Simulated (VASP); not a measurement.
# GdMn (Pm-3m) in VASP: a series of runs, part 2 of 2

VASP 6.6.1. Earlier steps stand in the parts before.

## (4) Single point, PBE+U, collinear spin, ferrimagnetic start (23.51 Å³/atom)

This run uses another cell than the first one, of 23.51 Å³/atom.

Input file INCAR:

```
SYSTEM = GdMn
PREC = Accurate
ENCUT = 520
EDIFF = 1E-6
ISMEAR = 0
SIGMA = 0.05
LREAL = .FALSE.
LASPH = .TRUE.
NELM = 150
ALGO = Normal
ISIF = 2
LWAVE = .FALSE.
LCHARG = .FALSE.
ISPIN = 2
MAGMOM = 8.11 -4.03
LORBIT = 11
LMAXMIX = 6
LDAU = .TRUE.
LDAUTYPE = 2
LDAUL = 3 -1
LDAUU = 6 0
LDAUJ = 0 0
LDAUPRINT = 1
GGA = PE
NBANDS = 26
```

Input file KPOINTS:

```
Automatic mesh
0
G
  8 8 8
  0 0 0
```

Input file POSCAR:

```
GdMn
1.0
    3.6092513947      0.0000000000      0.0000000000
    0.0000000000      3.6092513947      0.0000000000
    0.0000000000      0.0000000000      3.6092513947
Gd Mn
1 1
Direct
    0.0000000000      0.0000000000      0.0000000000
    0.5000000000      0.5000000000      0.5000000000
```

Run with:

```
$ cat potpaw_PBE.64/Gd/POTCAR potpaw_PBE.64/Mn_pv/POTCAR > POTCAR
$ mpirun -np 1 vasp_std > vasp.out
```

Wall time 2.7 min (1 thread of Oxide Virtual Turin-like, shared host); peak memory 0.19 GiB.

The run converged. Its results:

```yaml
Free_energy: -19.9765 eV
Pressure: -1.6 GPa
Net_moment: 4.08 μB per cell
Site_moments: Gd +7.12; Mn -3.55 μB
Valence_electrons_inside_the_program's_atomic_spheres: Gd 15.21; Mn 11.47
```

Levels at points of the mesh, in eV from the Fermi level:
Spin up:
| k point | band 15 | band 16 | band 17 | band 18 | band 19 | band 20 |
| --- | --- | --- | --- | --- | --- | --- |
| (0.00, 0.00, 0.00) | -5.88 | -1.98 | -1.98 | 0.83 | 0.83 | 0.83 |
| (0.50, 0.00, 0.00) | -3.14 | -2.30 | -0.11 | 0.00 | 0.89 | 0.89 |
| (0.50, 0.50, 0.00) | -3.10 | -1.95 | -0.21 | -0.21 | 0.91 | 0.91 |
| (0.50, 0.50, 0.50) | -1.54 | -1.54 | -1.54 | 0.21 | 0.21 | 0.21 |
Spin down:
```
           k point  band 10  band 11  band 12  band 13  band 14  band 15  band 16  band 17
(0.00, 0.00, 0.00)    -3.13    -2.24    -2.24    -2.24     1.64     1.64     3.39     3.39
(0.50, 0.00, 0.00)    -2.49    -2.31    -2.31    -2.15    -1.09     1.25     2.36     2.36
(0.50, 0.50, 0.00)    -2.62    -2.62    -1.76    -1.12     1.12     1.12     2.00     3.42
(0.50, 0.50, 0.50)    -2.52    -1.74    -1.74    -1.11    -1.11    -1.11     1.75     3.52
```

Eigenvalues of the final occupation matrices:
```csv
site,spin,trace,eigenvalues
site 1 f,1,6.93,0.99 0.99 0.99 0.99 0.99 0.99 0.99
site 1 f,2,0.01,0.00 0.00 0.00 0.00 0.00 0.00 0.00
```

Caveat: spin-orbit coupling is left out, which moves the levels of the heavy elements. The state reached can hang on the start; a lower one may exist.

## (5) Single point, PBE+U, collinear spin, ferrimagnetic start (24.19 Å³/atom)

This run uses another cell than the first one, of 24.19 Å³/atom.

Input file INCAR:

```
PREC     = Accurate       # precision mode
ENCUT    = 520            # plane-wave cutoff, eV
EDIFF    = 1E-6           # SCF threshold, eV
ISMEAR   = 0              # smearing method
SIGMA    = 0.05           # smearing width, eV
LREAL    = False          # projectors in reciprocal space
LASPH    = True           # aspherical terms in the spheres
NELM     = 150            # most SCF steps
ALGO     = Normal         # electronic algorithm
ISIF     = 2              # what is computed and relaxed
LWAVE    = False          # write WAVECAR
LCHARG   = False          # write CHGCAR
ISPIN    = 2              # spin polarisation
MAGMOM   = 8.13 -4.1      # initial moments
LORBIT   = 11             # projections on sites
LMAXMIX  = 6              # l up to which the mixer works
LDAU     = True           # DFT+U
LDAUTYPE = 2            
LDAUL    = 3 -1           # shell
LDAUU    = 6 0            # U, eV
LDAUJ    = 0 0          
LDAUPRINT= 1            
GGA      = PE             # functional
NBANDS   = 26             # bands
```

Input file KPOINTS:

```
regular mesh
0
Gamma
  8 8 8
```

Input file POSCAR:

```
GdMn
1.0
    3.6436272865      0.0000000000      0.0000000000
    0.0000000000      3.6436272865      0.0000000000
    0.0000000000      0.0000000000      3.6436272865
Gd Mn
1 1
Direct
    0.0000000000      0.0000000000      0.0000000000
    0.5000000000      0.5000000000      0.5000000000
```

Potentials or basis: VASP PAW PBE potentials, release 64 (Gd, Mn_pv).

Run with:

```
$ cat potpaw_PBE.64/Gd/POTCAR potpaw_PBE.64/Mn_pv/POTCAR > POTCAR
$ mpirun -np 1 vasp_std > vasp.out
```

OUTCAR:

```text
PREC = Accurate
   ENCUT = 520
   EDIFF = 1E-6
   ISMEAR = 0
   LREAL = False
   LASPH = True
   NELM = 150
   ISIF = 2
   ISPIN = 2
   LORBIT = 11
   GGA = PE

 ion  position               nearest neighbor table
   1  0.000  0.000  0.000-   2 3.16   2 3.16   2 3.16   2 3.16   2 3.16   2 3.16   2 3.16   2 3.16

   2  0.500  0.500  0.500-   1 3.16   1 3.16   1 3.16   1 3.16   1 3.16   1 3.16   1 3.16   1 3.16

  LATTYP: Found a simple cubic cell.
 ALAT       =     3.6436272865

  Lattice vectors:

 A1 = (   3.6436272865,   0.0000000000,   0.0000000000)
 A2 = (   0.0000000000,   3.6436272865,   0.0000000000)
 A3 = (   0.0000000000,   0.0000000000,   3.6436272865)

Analysis of symmetry for initial positions (statically):
=====================================================================
 Subroutine PRICEL returns:
 Original cell was already a primitive cell.

 Routine SETGRP: Setting up the symmetry group for a
 simple cubic supercell.

 Subroutine GETGRP returns: Found 48 space group operations
 (whereof 48 operations were pure point group operations)
 out of a pool of 48 trial point group operations.

The static configuration has the point symmetry O_h .

Analysis of symmetry for dynamics (positions and initial velocities):
=====================================================================
 Subroutine PRICEL returns:
 Original cell was already a primitive cell.

 Routine SETGRP: Setting up the symmetry group for a
 simple cubic supercell.
[... 199 lines left out ...]
  o =  0.9905  v =  0.0000  0.0000  0.0000  0.0000 -0.0255  0.9995 -0.0198  0.0000  0.0000  0.0000  0.0000  0.0000  0.0000  0.0000      0.0000  0.0000  0.0000  0.0000  0.0000  0.0000  0.0000  0.0000  0.0000  0.0000  0.0000  0.0000  0.0000  0.0000
  o =  0.9905  v =  0.0000  0.0000 -0.0000 -0.0000 -0.7902 -0.0323 -0.6121  0.0000  0.0000  0.0000  0.0000  0.0000  0.0000  0.0000      0.0000  0.0000  0.0000  0.0000  0.0000  0.0000  0.0000  0.0000  0.0000  0.0000  0.0000  0.0000  0.0000  0.0000
  o =  0.9905  v = -0.6124  0.0000  0.7906 -0.0000 -0.0000 -0.0000 -0.0000  0.0000  0.0000  0.0000  0.0000  0.0000  0.0000  0.0000      0.0000  0.0000  0.0000  0.0000  0.0000  0.0000  0.0000  0.0000  0.0000  0.0000  0.0000  0.0000  0.0000  0.0000

 number of electron      30.9999981 magnetization       4.0308210

 Free energy of the ion-electron system (eV)
  ---------------------------------------------------
  ext. energy  EPLUGINS =         0.00000000
  ---------------------------------------------------
  free energy    TOTEN  =       -19.95863911 eV

  energy without entropy =      -19.95526279  energy(sigma->0) =      -19.95695095

 E-fermi :   4.2950     XC(G=0): -10.6131

 val. band max:        4.2746157325   @ k =   0.3750   0.2500   0.2500
 cond. band min:       4.3255898281   @ k =   0.5000   0.2500   0.0000
 fundamental gap:      0.0509740956
 Fermi energy:         4.2950445836

 spin component 1

 k-point     1 :       0.0000    0.0000    0.0000
  band No.  band energies     occupation
      1     -41.7657      1.00000
      2     -41.7657      1.00000
      3     -41.7657      1.00000
      4     -40.9248      1.00000
      5     -18.1390      1.00000
      6     -18.1390      1.00000
[... 1385 lines left out ...]
     25       8.9235      0.00000
     26      11.7468      0.00000

 [... further k-points ...]
[... 5 lines left out ...]
  --------------------------------------------------------------------------------------
  -------------------------------------------------------------------------------------
  Total       -0.8303857     -0.8303857     -0.8303857     -0.0000000     -0.0000000     -0.0000000
  in kB      -27.5035407    -27.5035407    -27.5035407     -0.0000000     -0.0000000     -0.0000000
  external PRESSURE =     -27.5035407 kB  Pullay stress =       0.0000000 kB

 VOLUME and BASIS-vectors are now :
 -----------------------------------------------------------------------------
  energy-cutoff  :      520.00
  volume of cell :       48.37
      direct lattice vectors                 reciprocal lattice vectors
     3.643627287  0.000000000  0.000000000     0.274451782  0.000000000  0.000000000
     0.000000000  3.643627287  0.000000000     0.000000000  0.274451782  0.000000000
     0.000000000  0.000000000  3.643627287     0.000000000  0.000000000  0.274451782

 POSITION                                       TOTAL-FORCE (eV/Angst)
 -----------------------------------------------------------------------------------
      0.00000      0.00000      0.00000         0.000000      0.000000      0.000000
      1.82181      1.82181      1.82181         0.000000      0.000000      0.000000
 -----------------------------------------------------------------------------------
    total drift:                                0.000000      0.000000      0.000000

  FREE ENERGIE OF THE ION-ELECTRON SYSTEM (eV)
  ---------------------------------------------------
  free  energy   TOTEN  =       -19.9586391075 eV

  energy  without entropy=      -19.9552627917  energy(sigma->0) =      -19.95695095

 total charge

# of ion       s       p       d       f       tot
--------------------------------------------------
    1        2.064   5.582   0.615   6.936  15.197
    2        0.363   6.140   4.945   0.000  11.447
--------------------------------------------------
tot          2.427  11.722   5.560   6.936  26.644

 magnetization (x)

# of ion       s       p       d       f       tot
--------------------------------------------------
    1        0.015  -0.082   0.283   6.910   7.126
    2       -0.064   0.013  -3.562   0.000  -3.614
--------------------------------------------------
tot         -0.049  -0.069  -3.279   6.910   3.513
```

stdout:

```text
POSCAR found type information on POSCAR GdMn
 POSCAR found :  2 types and       2 ions
 scaLAPACK will be used
 LDA part: xc-table for (Slater+PW92), standard interpolation
 POSCAR, INCAR and KPOINTS ok, starting setup
 FFT: planning ... GRIDC
 FFT: planning ... GRID_SOFT
 FFT: planning ... GRID
 WAVECAR not read
 entering main loop
```

Wall time 2.2 min (1 thread of Oxide Virtual Turin-like, shared host); peak memory 0.2 GiB.

Results:

```
Free energy                                           : -19.9586 eV
Pressure                                              : -2.8 GPa
Net moment                                            : 4.03 μB per cell
Site moments                                          : Gd +7.13; Mn -3.61 μB
Valence electrons inside the program's atomic spheres : Gd 15.20; Mn 11.45
```

Levels at points of the mesh, in eV from the Fermi level:
Spin up:
```
           k point  band 15  band 16  band 17  band 18  band 19  band 20
(0.00, 0.00, 0.00)    -5.82    -1.89    -1.89     0.85     0.85     0.85
(0.50, 0.00, 0.00)    -3.12    -2.33    -0.09     0.05     0.90     0.90
(0.50, 0.50, 0.00)    -3.03    -1.90    -0.17    -0.17     0.82     0.82
(0.50, 0.50, 0.50)    -1.50    -1.50    -1.50     0.21     0.21     0.21
```
Spin down:
| k point | band 9 | band 10 | band 11 | band 12 | band 13 | band 14 | band 15 | band 16 | band 17 | band 18 |
| --- | --- | --- | --- | --- | --- | --- | --- | --- | --- | --- |
| (0.00, 0.00, 0.00) | -3.11 | -3.11 | -2.28 | -2.28 | -2.28 | 1.60 | 1.60 | 3.32 | 3.32 | 3.32 |
| (0.50, 0.00, 0.00) | -2.70 | -2.47 | -2.36 | -2.36 | -2.20 | -1.18 | 1.27 | 2.33 | 2.33 | 3.38 |
| (0.50, 0.50, 0.00) | -3.19 | -2.64 | -2.64 | -1.83 | -1.18 | 1.04 | 1.04 | 1.92 | 3.35 | 3.40 |
| (0.50, 0.50, 0.50) | -2.56 | -2.56 | -1.81 | -1.81 | -1.06 | -1.06 | -1.06 | 1.66 | 3.45 | 3.45 |

Eigenvalues of the final occupation matrices:
| site | spin | trace | eigenvalues |
| --- | --- | --- | --- |
| site 1 f | 1 | 6.93 | 0.99 0.99 0.99 0.99 0.99 0.99 0.99 |
| site 1 f | 2 | 0.01 | 0.00 0.00 0.00 0.00 0.00 0.00 0.00 |

Caveat: spin-orbit coupling is left out, which moves the levels of the heavy elements. The state reached can hang on the start; a lower one may exist.

## (6) Summary

| level | U | cell | gap on the mesh (eV) | pressure (GPa) | moment (μB) |
| --- | --- | --- | --- | --- | --- |
| RPBE+U | Mn d U = 3.0 eV | a = 3.562 Å, 2 atoms | none | 9.1 | 3.20 |
| PBE+U | Gd f U = 6.0 eV | a = 3.586 Å, 2 atoms | none | -0.8 | 4.12 |
| PBE+U | Gd f U = 6.0 eV | a = 3.609 Å, 2 atoms | none | -1.6 | 4.08 |
| PBE+U | Gd f U = 6.0 eV | a = 3.644 Å, 2 atoms | none | -2.8 | 4.03 |

Alike in all rows: task single point; potentials or basis VASP PAW PBE potentials, release 64 (Gd, Mn_pv); spin collinear, ferrimagnetic start; k mesh 8 × 8 × 8; cutoff (eV) 520; smearing gaussian 0.05 eV.

Caveats: spin-orbit coupling is left out, which moves the levels of the heavy elements; the cell stands under pressure (at least some runs); the PAW data sets were made with another functional, which shifts forces and pressure a little (at least some runs).

Total energies depend on the potentials used, so only differences within one code and one set of settings carry meaning.

The gap in the log of VASP goes by the Fermi energy; the results here count the filled bands.